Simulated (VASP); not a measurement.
Wanted: the native input for a VASP 6.6.1 run.

```
Task                   : single point
Functional             : LDA
Potentials or basis    : VASP PAW LDA potentials, release 64 (Mg, O)
Cutoff                 : 520 eV
k mesh                 : 10 × 10 × 10
Occupations            : gaussian, width 0.02 eV
Spin                   : no spin polarisation
Dipole correction      : no
Further INCAR settings : ALGO = Normal; EDIFF = 1e-07; NBANDS = 11
```

The structure of MgO (ke600) lies in POSCAR:

```
MgO
1.0
    0.0000000000      2.0804466864      2.0804466864
    2.0804466864      0.0000000000      2.0804466864
    2.0804466864      2.0804466864      0.0000000000
Mg O
1 1
Direct
    0.0000000000      0.0000000000      0.0000000000
    0.5000000000      0.5000000000      0.5000000000
```

These files were run (other wordings do the same):

INCAR

```
PREC = Accurate
ENCUT = 520
EDIFF = 1E-7
ISMEAR = 0
SIGMA = 0.02
LREAL = False
LASPH = True
NELM = 100
ALGO = Normal
ISIF = 2
LWAVE = False
LCHARG = True
LELF = True
LVHAR = True
NBANDS = 11
```

KPOINTS

```
regular mesh
0
Gamma
  10 10 10
```

Potentials or basis: VASP PAW LDA potentials, release 64 (Mg, O).

Launch:

```console
$ cat potpaw_LDA.64/Mg/POTCAR potpaw_LDA.64/O/POTCAR > POTCAR
$ mpirun -np 1 vasp_std > vasp.out
```

It gave:

| Quantity | Value |
| --- | --- |
| Pressure | -1.9 GPa |
| Band gap on the k mesh | 5.02 eV, direct |

Run time: 7 s on 1 thread of Intel(R) Xeon(R) Platinum 8488C (Sapphire Rapids), with other jobs on the host, peak memory 0.13 GiB.
